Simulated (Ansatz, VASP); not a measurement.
# LiH: VASP beside Ansatz

```xyz
2
Lattice="0.0000 2.0636 2.0636 2.0636 0.0000 2.0636 2.0636 2.0636 0.0000" Properties=species:S:1:pos:R:3 pbc="T T T"
Li    0.0000    0.0000    0.0000
H     2.0636    2.0636    2.0636
```

Alike in both runs: task single point; functional r2SCAN0; k mesh 6 × 6 × 6; occupations methfessel-paxton of order 1, width 0.01 eV; no spin polarisation.

```csv
,VASP,Ansatz
version,VASP 6.6.1,Ansatz 0.2.0
potentials or method,"VASP PAW PBE potentials, release 64 (Li_sv, H)",JTH PAW
plane-wave cutoff (eV),520,1170
valence electrons in the cell,4,4
```

VASP gave:

```
gap on the k mesh at the Fermi level (eV) : 5.17
least direct gap on the mesh (eV)         : 5.17
```

Problem. Estimate Ansatz's values.

Solution. gap on the k mesh at the Fermi level (eV): 5.15; least direct gap on the mesh (eV): 5.15.

VASP's potentials were made for PBE, not for r2SCAN0.

The k mesh is coarse, so the values compare programs but aren't converged. Noted on VASP's run: the cutoff is under 1.25 times that of the potentials, so the pressure is a little rough.
